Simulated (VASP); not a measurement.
# NaCl: single point with PBE

Crystal: NaCl.

```
CELL_PARAMETERS angstrom
0.00000 2.84792 2.84792
2.84792 0.00000 2.84792
2.84792 2.84792 0.00000
ATOMIC_POSITIONS crystal
Na 0.00000 0.00000 0.00000
Cl 0.50000 0.50000 0.50000
```

```json
{
 "Program": "VASP 6.6.1",
 "Task": "single point",
 "Functional": "PBE",
 "Potentials or basis": "VASP PAW PBE potentials, release 64 (Na_pv, Cl)",
 "Cutoff": "400 eV",
 "k mesh": "8 × 8 × 8",
 "Occupations": "gaussian, width 0.02 eV",
 "Spin": "no spin polarisation",
 "Dipole correction": "no",
 "k mesh for the DOS": "12 × 12 × 12",
 "Occupations for the DOS": "tetrahedron",
 "Further INCAR settings": "ALGO = Normal; EDIFF = 1e-06; NBANDS = 14"
}
```

- Valence electrons inside the program's atomic spheres: Na 6.02; Cl 5.16

Levels at points of the mesh, in eV from the valence-band top:
| k point | band 4 | band 5 | band 6 | band 7 | band 8 | band 9 | band 10 | band 11 |
| --- | --- | --- | --- | --- | --- | --- | --- | --- |
| (0.00, 0.00, 0.00) | -12.60 | 0.00 | 0.00 | 0.00 | 4.99 | 11.09 | 11.09 | 11.09 |
| (0.50, 0.00, 0.00) | -12.29 | -1.84 | -0.25 | -0.25 | 7.22 | 10.38 | 10.90 | 10.90 |
| (0.50, 0.50, 0.00) | -12.24 | -1.58 | -0.57 | -0.57 | 7.44 | 8.10 | 11.11 | 14.51 |

Wall time 38 s on 1 thread of Intel(R) Xeon(R) Platinum 8259CL CPU @ 2.50GHz (Skylake/Cascade Lake), with other jobs on the host, peak memory 0.15 GiB.
